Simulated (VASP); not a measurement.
# NbAs (Fm-3m) in VASP: notebook

Aim: see how the results for NbAs move with the level of theory and the settings. Levels: PBE+D3(BJ), PBE. Tasks: single point.

Program: VASP 6.6.1. These are calculated values, not measurements. Logs are shortened: lines on timing, memory, paths and dates and some standing lists are left out, and cuts for length are marked.

## Step 1: The cell of the first run

It takes space group Fm-3m (No. 225, cubic). Conventional cell: a = 5.276 Å, b = 5.276 Å, c = 5.276 Å, α = 90.00°, β = 90.00°, γ = 90.00°. Nb (site symmetry m-3m) has 6 As at 2.64 Å within 3.5 Å. Within 3.5 Å of As (site symmetry m-3m) lie 6 Nb at 2.64 Å.

## Step 2: Single point, PBE+D3(BJ)

File INCAR:

```
PREC = Accurate ; ENCUT = 520
EDIFF = 1E-6 ; ISMEAR = 0
SIGMA = 0.05 ; LREAL = F
LASPH = T ; NELM = 80
ALGO = Normal ; ISIF = 2
LWAVE = F ; LCHARG = F
GGA = PE ; IVDW = 12
ISYM = 0 ; NBANDS = 16
```

File KPOINTS:

```
Automatic mesh
0
Gamma
  12 12 12
```

File POSCAR:

```
NbAs
1.0
    0.0000000000      2.6377696511      2.6377696511
    2.6377696511      0.0000000000      2.6377696511
    2.6377696511      2.6377696511      0.0000000000
Nb As
1 1
Direct
    0.5000000000      0.5000000000      0.5000000000
    0.0000000000      0.0000000000      0.0000000000
```

Potentials or basis: VASP PAW PBE potentials, release 64 (Nb_sv, As).

Started as:

```console
cat potpaw_PBE.64/Nb_sv/POTCAR potpaw_PBE.64/As/POTCAR > POTCAR
mpirun -np 1 vasp_std > vasp.out
```

OUTCAR:

```text
PREC = Accurate
   ENCUT = 520
   EDIFF = 1E-6
   ISMEAR = 0
   LREAL = F
   LASPH = T
   NELM = 80
   ISIF = 2
   GGA = PE
   IVDW = 12
   ISYM = 0
 IVDW          = 12

 ion  position               nearest neighbor table
   1  0.500  0.500  0.500-   2 2.64   2 2.64   2 2.64   2 2.64   2 2.64   2 2.64
   2  0.000  0.000  0.000-   1 2.64   1 2.64   1 2.64   1 2.64   1 2.64   1 2.64

IMPORTANT INFORMATION: All symmetrisations will be switched off!
NOSYMM: (Re-)initialisation of all symmetry stuff for point group C_1.

----------------------------------------------------------------------------------------

                                     Primitive cell

  volume of cell :      36.7063

  direct lattice vectors                    reciprocal lattice vectors
     0.000000000  2.637769651  2.637769651    -0.189554080  0.189554080  0.189554080
     2.637769651  0.000000000  2.637769651     0.189554080 -0.189554080  0.189554080
     2.637769651  2.637769651  0.000000000     0.189554080  0.189554080 -0.189554080

  length of vectors
     3.730369615  3.730369615  3.730369615     0.328317298  0.328317298  0.328317298

  position of ions in fractional coordinates (direct lattice)
     0.500000000  0.500000000  0.500000000
     0.000000000  0.000000000  0.000000000

  ion indices of the primitive-cell ions
   primitive index   ion index
                 1           1
                 2           2

----------------------------------------------------------------------------------------

 KPOINTS: Automatic mesh

Automatic generation of k-mesh.
 Grid dimensions read from file:
 generate k-points for:   12   12   12

 Generating k-lattice:

  Cartesian coordinates                     Fractional coordinates (reciprocal lattice)
    -0.015796173  0.015796173  0.015796173     0.083333333  0.000000000  0.000000000
     0.015796173 -0.015796173  0.015796173     0.000000000  0.083333333  0.000000000
     0.015796173  0.015796173 -0.015796173     0.000000000  0.000000000  0.083333333

  Length of vectors
     0.027359775  0.027359775  0.027359775

  Shift w.r.t. Gamma in fractional coordinates (k-lattice)
     0.000000000  0.000000000  0.000000000

 Subroutine IBZKPT returns following result:
 ===========================================

 Found    868 irreducible k-points:

 Following reciprocal coordinates:
            Coordinates               Weight
  0.000000  0.000000  0.000000      1.000000
  0.083333  0.000000  0.000000      2.000000
  0.000000  0.083333  0.000000      2.000000
  0.000000  0.000000  0.083333      2.000000
  0.083333  0.083333  0.083333      2.000000
  0.166667  0.000000  0.000000      2.000000
[... 16 lines left out ...]
  0.000000  0.500000  0.000000      1.000000
  0.000000  0.000000  0.500000      1.000000
 [... further k-points ...]
   k-points           NKPTS =    868   k-points in BZ     NKDIM =    868   number of bands    NBANDS=     16
   number of dos      NEDOS =    301   number of ions     NIONS =      2
   total plane-waves  NPLWV =  21952
   dimension x,y,z NGX =    28 NGY =   28 NGZ =   28
   dimension x,y,z NGXF=    56 NGYF=   56 NGZF=   56
   ions per type =               1   1
   NGX,Y,Z   is equivalent  to a cutoff of  12.48, 12.48, 12.48 a.u.
   NGXF,Y,Z  is equivalent  to a cutoff of  24.96, 24.96, 24.96 a.u.
 SYSTEM =  unknown system
   PREC   = accura    normal or accurate (medium, high low for compatibility)
   ISTART =      0    job   : 0-new  1-cont  2-samecut
   ICHARG =      2    charge: 1-file 2-atom 10-const
   ISPIN  =      1    spin polarized calculation?
   LNONCOLLINEAR =      F non collinear calculations
   LSORBIT =      F    spin-orbit coupling
   LASPH  =      T    aspherical Exc in radial PAW
   ENCUT  =  520.0 eV  38.22 Ry    6.18 a.u.   6.94  6.94  6.94*2*pi/ulx,y,z
   NELM   =     80;   NELMIN=  2; NELMDL= -5     # of ELM steps
   EDIFF  = 0.1E-05   stopping-criterion for ELM
   LREAL  =      F    real-space projection
   EDIFFG = 0.1E-04   stopping-criterion for IOM
   NSW    =      0    number of steps for IOM
   IBRION =     -1    ionic relax: 0-MD 1-quasi-New 2-CG
   NFREE  =      0    steps in history (QN), initial steepest desc. (CG)
   ISIF   =      2    stress and relaxation
   ISYM   =      0    0-nonsym 1-usesym 2-fastsym
   POTIM  = 0.5000    time-step for ionic-motion
   TEBEG  =    0.0;   TEEND  =   0.0 temperature during run
   PSTRESS=    0.0 pullay stress
   NELECT =      18.0000    total number of electrons
   NUPDOWN=      -1.0000    fix difference up-down
   EMIN   =  10.00;   EMAX   =-10.00  energy-range for DOS
   EFERMI =   0.00;   METHOD = LEGACY
   ISMEAR =     0;   SIGMA  =   0.05  broadening in eV -4-tet -1-fermi 0-gaus
   EFERMI_NEDOS =   21; number of points for ismear=-14 and -15
   IALGO  =     38    algorithm
   IMIX   =      4    mixing-type and parameters
     AMIX     =   0.40;   BMIX     =  1.00
     AMIX_MAG =   1.60;   BMIX_MAG =  1.00
  volume/ion in A,a.u.               =      18.35       123.85
  Fermi-wavevector in a.u.,A,eV,Ry     =   1.290978  2.439594 22.675795  1.666624
  Thomas-Fermi vector in A             =   2.422776
   LORBIT       =      0    0 simple, 1 ext, 2 COOP (PROOUT), +10 PAW based schemes
   GGA     = PE    functional components
   LHFCALC =     F    Hartree Fock is set to
   AEXX    =    0.0000 exact exchange contribution
   IVDW    =    12    specifies the selected vdW correction
   LEPSILON=     F    determine dielectric tensor
   LRPA    =     F    only Hartree local field effects (RPA)
 non-spin polarized calculation
 Gauss-broadening in eV      SIGMA  =   0.05
  energy-cutoff  :      520.00
  volume of cell :       36.71
 maximum number of plane-waves:      1004
   NGX = 13   NGY = 13   NGZ = 13

 number of electron      17.9999998 magnetization

 Free energy of the ion-electron system (eV)
  ---------------------------------------------------
  ext. energy  EPLUGINS =         0.00000000
  ---------------------------------------------------
  free energy    TOTEN  =       -15.36474398 eV

  energy without entropy =      -15.36122924  energy(sigma->0) =      -15.36298661

 E-fermi :   9.6362     XC(G=0): -11.5591

 val. band max:        9.6347033441   @ k =  -0.1667   0.1667   0.0000
 cond. band min:       9.6460760097   @ k =   0.0000   0.4167   0.4167
 fundamental gap:      0.0113726655
 Fermi energy:         9.6361958908

 k-point     1 :       0.0000    0.0000    0.0000
  band No.  band energies     occupation
      1     -46.1192      2.00000
      2     -22.1531      2.00000
      3     -22.1531      2.00000
      4     -22.1531      2.00000
      5      -3.7652      2.00000
      6       8.1934      2.00000
[... 8 lines left out ...]
     15      17.2443      0.00000
     16      22.6336      0.00000

 k-point     2 :       0.0833    0.0000    0.0000
  band No.  band energies     occupation
      1     -46.1184      2.00000
      2     -22.1647      2.00000
      3     -22.1540      2.00000
      4     -22.1540      2.00000
      5      -3.6595      2.00000
      6       7.6627      2.00000
[... 8 lines left out ...]
     15      17.4495      0.00000
     16      21.8379      0.00000

 k-point     3 :       0.0000    0.0833    0.0000
  band No.  band energies     occupation
      1     -46.1184      2.00000
      2     -22.1647      2.00000
      3     -22.1540      2.00000
      4     -22.1540      2.00000
      5      -3.6595      2.00000
      6       7.6627      2.00000
[... 8 lines left out ...]
     15      17.4495      0.00000
     16      21.8378      0.00000

 k-point     4 :       0.0000    0.0000    0.0833
  band No.  band energies     occupation
      1     -46.1184      2.00000
      2     -22.1647      2.00000
      3     -22.1540      2.00000
      4     -22.1540      2.00000
      5      -3.6595      2.00000
      6       7.6627      2.00000
[... 8 lines left out ...]
     15      17.4495      0.00000
     16      21.8379      0.00000

 k-point     5 :       0.0833    0.0833    0.0833
  band No.  band energies     occupation
      1     -46.1184      2.00000
      2     -22.1647      2.00000
      3     -22.1540      2.00000
      4     -22.1540      2.00000
      5      -3.6595      2.00000
      6       7.6627      2.00000
[... 8 lines left out ...]
     15      17.4495      0.00000
     16      21.8379      0.00000

 k-point     6 :       0.1667    0.0000    0.0000
  band No.  band energies     occupation
      1     -46.1161      2.00000
      2     -22.1964      2.00000
      3     -22.1564      2.00000
      4     -22.1564      2.00000
      5      -3.3533      2.00000
      6       6.5099      2.00000
[... 8 lines left out ...]
     15      17.8363      0.00000
     16      21.0281      0.00000

 k-point     7 :       0.0000    0.1667    0.0000
  band No.  band energies     occupation
      1     -46.1161      2.00000
      2     -22.1964      2.00000
      3     -22.1564      2.00000
      4     -22.1564      2.00000
      5      -3.3533      2.00000
      6       6.5099      2.00000
[... 8 lines left out ...]
     15      17.8363      0.00000
     16      21.0206      0.00000

 k-point     8 :       0.0000    0.0000    0.1667
  band No.  band energies     occupation
      1     -46.1161      2.00000
      2     -22.1964      2.00000
      3     -22.1564      2.00000
      4     -22.1564      2.00000
      5      -3.3533      2.00000
      6       6.5099      2.00000
[... 8 lines left out ...]
     15      17.8363      0.00000
     16      21.0200      0.00000

 k-point     9 :       0.1667    0.1667    0.1667
  band No.  band energies     occupation
      1     -46.1161      2.00000
      2     -22.1964      2.00000
      3     -22.1564      2.00000
      4     -22.1564      2.00000
      5      -3.3533      2.00000
      6       6.5099      2.00000
[... 8 lines left out ...]
     15      17.8363      0.00000
     16      21.0206      0.00000
[... 172 lines left out ...]
 k-point    19 :       0.0000    0.4167    0.0000
  band No.  band energies     occupation
      1     -46.1078      2.00000
      2     -22.3122      2.00000
      3     -22.1652      2.00000
      4     -22.1652      2.00000
      5      -1.7886      2.00000
      6       3.1448      2.00000
[... 8 lines left out ...]
     15      17.1721      0.00000
     16      17.1721      0.00000

 k-point    20 :       0.0000    0.0000    0.4167
  band No.  band energies     occupation
      1     -46.1078      2.00000
      2     -22.3122      2.00000
      3     -22.1652      2.00000
      4     -22.1652      2.00000
      5      -1.7886      2.00000
      6       3.1448      2.00000
[... 8 lines left out ...]
     15      17.1721      0.00000
     16      17.1721      0.00000

 k-point    21 :       0.4167    0.4167    0.4167
  band No.  band energies     occupation
      1     -46.1078      2.00000
      2     -22.3122      2.00000
      3     -22.1652      2.00000
      4     -22.1652      2.00000
      5      -1.7886      2.00000
      6       3.1448      2.00000
[... 8 lines left out ...]
     15      17.1721      0.00000
     16      17.1721      0.00000

 k-point    22 :       0.5000    0.0000    0.0000
  band No.  band energies     occupation
      1     -46.1070      2.00000
      2     -22.3234      2.00000
      3     -22.1661      2.00000
      4     -22.1661      2.00000
      5      -1.5553      2.00000
      6       2.7876      2.00000
[... 8 lines left out ...]
     15      16.4664      0.00000
     16      16.4664      0.00000

 k-point    23 :       0.0000    0.5000    0.0000
  band No.  band energies     occupation
      1     -46.1070      2.00000
      2     -22.3234      2.00000
      3     -22.1661      2.00000
      4     -22.1661      2.00000
      5      -1.5553      2.00000
      6       2.7876      2.00000
[... 8 lines left out ...]
     15      16.4664      0.00000
     16      16.4664      0.00000

 k-point    24 :       0.0000    0.0000    0.5000
  band No.  band energies     occupation
      1     -46.1070      2.00000
      2     -22.3234      2.00000
      3     -22.1661      2.00000
      4     -22.1661      2.00000
      5      -1.5553      2.00000
      6       2.7876      2.00000
[... 8 lines left out ...]
     15      16.4664      0.00000
     16      16.4664      0.00000

 [... further k-points ...]

------------------------ aborting loop because EDIFF is reached ----------------------------------------

 Edisp (eV)   -1.20590

 E8    (eV) :    -0.5514

  FORCE on cell =-STRESS in cart. coord.  units (eV):
  Direction    XX          YY          ZZ          XY          YZ          ZX
  --------------------------------------------------------------------------------------
  -------------------------------------------------------------------------------------
  Total      -1.24131    -1.24132    -1.24131    -0.00000    -0.00000    -0.00000
  in kB     -54.18158   -54.18165   -54.18154    -0.00002    -0.00010    -0.00009
  external pressure =      -54.18 kB  Pullay stress =        0.00 kB

 VOLUME and BASIS-vectors are now :
 -----------------------------------------------------------------------------
  energy-cutoff  :      520.00
  volume of cell :       36.71
      direct lattice vectors                 reciprocal lattice vectors
     0.000000000  2.637769651  2.637769651    -0.189554080  0.189554080  0.189554080
     2.637769651  0.000000000  2.637769651     0.189554080 -0.189554080  0.189554080
     2.637769651  2.637769651  0.000000000     0.189554080  0.189554080 -0.189554080

 POSITION                                       TOTAL-FORCE (eV/Angst)
 -----------------------------------------------------------------------------------
      2.63777      2.63777      2.63777        -0.000000      0.000000     -0.000000
      0.00000      0.00000      0.00000         0.000000     -0.000000      0.000000
 -----------------------------------------------------------------------------------
    total drift:                               -0.000001      0.000001      0.000000

  FREE ENERGIE OF THE ION-ELECTRON SYSTEM (eV)
  ---------------------------------------------------
  free  energy   TOTEN  =       -16.5706398330 eV

  energy  without entropy=      -16.5671250939  energy(sigma->0) =      -16.56888246
```

Run time: 5.8 min. Hardware: 1 thread of Intel Xeon 6975P-C, shared host; peak memory 0.61 GiB.

What came out:

| Property | Result |
| --- | --- |
| Free energy | -16.5706 eV |
| Pressure | -5.4 GPa |
| Band gap on the k mesh | zero (band 9 reaches 10.28 eV, above the bottom of band 10 at 8.43 eV) |
| Dispersion energy per atom | -0.603 eV |

Caveat: three body term missing; pairwise dispersion overbinds metals, which lowers pressure and volume.

(Part 1 of 2 ends here.)
